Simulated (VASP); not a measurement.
## Ca: single point with PBEsol

The system is Ca.

```
Ca
1.0
     0.00000    2.62944    3.15533
     2.62944    0.00000    3.15533
     2.62944    2.62944    0.00000
Ca
1
Direct
  0.00000 0.00000 0.00000
```

This cell differs from its parent crystal: ratio of the length along z to the lengths across it x 1.2, volume and fractional coordinates fixed.

- Program: VASP 6.6.1
- Task: single point
- Functional: PBEsol
- Potentials or basis: VASP PAW PBE potentials, release 64 (Ca_sv)
- Cutoff: 520 eV
- k mesh: 16 × 16 × 16
- Occupations: gaussian, width 0.15 eV
- Spin: no spin polarisation

```yaml
Pressure: -1.1 GPa
Band_gap_on_the_k_mesh: zero (band 5 reaches 1.98 eV, above the bottom of band 6 at 1.63 eV)
```

Stress tensor (GPa, compression positive):
```
-0.30  0.00  0.00
 0.00 -0.30  0.00
 0.00  0.00 -2.80
```

Levels at points of the mesh, in eV from the Fermi level:
| k point | band 3 | band 4 | band 5 | band 6 | band 7 | band 8 |
| --- | --- | --- | --- | --- | --- | --- |
| (0.00, 0.00, 0.00) | -22.92 | -22.92 | -3.97 | 1.76 | 2.62 | 2.65 |
| (0.50, 0.00, 0.00) | -22.96 | -22.93 | -0.94 | -0.13 | 1.70 | 2.64 |
| (0.50, 0.50, 0.00) | -22.95 | -22.95 | -0.89 | -0.05 | 0.78 | 4.06 |
| (0.50, 0.00, 0.50) | -23.02 | -22.96 | -0.27 | 0.59 | 1.54 | 3.70 |

Wall time 62 s on 1 thread of Intel(R) Xeon(R) 6975P-C (Granite Rapids), on a shared host, peak memory 0.29 GiB.

Caveat: the PAW data sets were made with another functional, which shifts forces and pressure a little.
